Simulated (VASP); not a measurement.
Set up this calculation in VASP 6.6.1, as the native input.

- Task: single point
- Functional: revPBE
- Potentials or basis: VASP PAW PBE potentials, release 64 (Cr_pv)
- Cutoff: 520 eV
- k mesh: 10 × 10 × 15
- Occupations: fermi-dirac, width 0.1 eV
- Spin: no spin polarisation
- Dipole correction: no
- Further INCAR settings: ALGO = Normal; EDIFF = 1e-06; NBANDS = 25

The structure of Cr lies in POSCAR:

```
Cr
1.0
    4.4176642612      0.0000000000      0.0000000000
   -2.2088321306      3.8258094756      0.0000000000
    0.0000000000      0.0000000000      2.3928101184
Cr
3
Direct
    0.0000000000      1.0000000000      0.0000000000
    0.3333333333      0.6666666667      0.5000000000
    0.6666666667      0.3333333333      0.5000000000
```

This isn't the form of Cr at room conditions, which is bcc.

These files were run (other wordings do the same):

INCAR

```
SYSTEM = Cr
  PREC = Accurate
  ENCUT = 520
  EDIFF = 1E-6
  ISMEAR = -1
  SIGMA = 0.1
  LREAL = .FALSE.
  LASPH = .TRUE.
  NELM = 80
  ALGO = Normal
  ISIF = 2
  LWAVE = .FALSE.
  LCHARG = .FALSE.
  GGA = RE
  NBANDS = 25
```

KPOINTS

```
Automatic mesh
0
G
  10 10 15
  0 0 0
```

Potentials or basis: VASP PAW PBE potentials, release 64 (Cr_pv).

Command:

```bash
$ cat potpaw_PBE.64/Cr_pv/POTCAR > POTCAR
$ mpirun -np 1 vasp_std > vasp.out
```

It gave:

* Pressure: -20.2 GPa
* Band gap on the k mesh: zero (bands 18 and 19 overlap by 0.49 eV)

Caveat: the cell stands under tension; the PAW data sets were made with another functional, which shifts forces and pressure a little; the run has no spin polarisation, though such a crystal can be magnetic.

Run time: 42 s on 1 thread of Intel(R) Xeon(R) 6975P-C (Granite Rapids), on a shared host, peak memory 0.21 GiB.
